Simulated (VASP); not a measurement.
**CdS: single point with PBE-based screened hybrid**

The system is CdS.

```
CELL_PARAMETERS angstrom
4.26117 0.00000 0.00000
-2.13058 3.69028 0.00000
0.00000 0.00000 5.80417
ATOMIC_POSITIONS crystal
Cd 0.00000 0.00000 0.44269
S 0.66667 0.33333 0.43431
```

```yaml
Program: VASP 6.6.1
Task: single point
Functional: PBE-based screened hybrid
Potentials_or_basis: VASP PAW PBE potentials, release 64 (Cd, S)
Cutoff: 520 eV
k_mesh: 4 × 4 × 3
Occupations: fermi-dirac, width 0.05 eV
Spin: no spin polarisation
Dipole_correction: no
Grid_for_exact_exchange_PRECFOCK: Normal
Share_of_exact_exchange: 0.25
Further_INCAR_settings: ALGO = Normal; EDIFF = 1e-06; NBANDS = 16
Screening_parameter: 0.2 1/Å
```

```json
{
  "Pressure": "-0.6 GPa",
  "Largest force": "0.015 eV/Å",
  "Band gap on the k mesh": "2.51 eV, indirect (the least direct gap lies 3.5 meV higher)"
}
```

Forces in eV/Å, atoms in the order of the input:
```
Cd   0.000  0.000 -0.015
S    0.000  0.000  0.015
```

Stress tensor (GPa, compression positive):
```
-0.86  0.00  0.00
 0.00 -0.86  0.00
 0.00  0.00  0.03
```

Levels at points of the mesh, in eV from the valence-band top:
| k point | band 7 | band 8 | band 9 | band 10 | band 11 | band 12 |
| --- | --- | --- | --- | --- | --- | --- |
| (0.00, 0.00, 0.00) | -1.22 | 0.00 | 0.00 | 2.51 | 6.44 | 8.10 |
| (0.50, 0.00, 0.00) | -3.80 | -1.37 | -0.29 | 4.79 | 6.18 | 7.71 |

Run time: 12 min on 1 thread of Intel Xeon 8259CL (shared host), peak memory 0.33 GiB.

Caveat: the k points lie up to 0.43 Å⁻¹ apart; the PAW data sets were made with another functional, which shifts forces and pressure a little. A k mesh can miss the band edges.
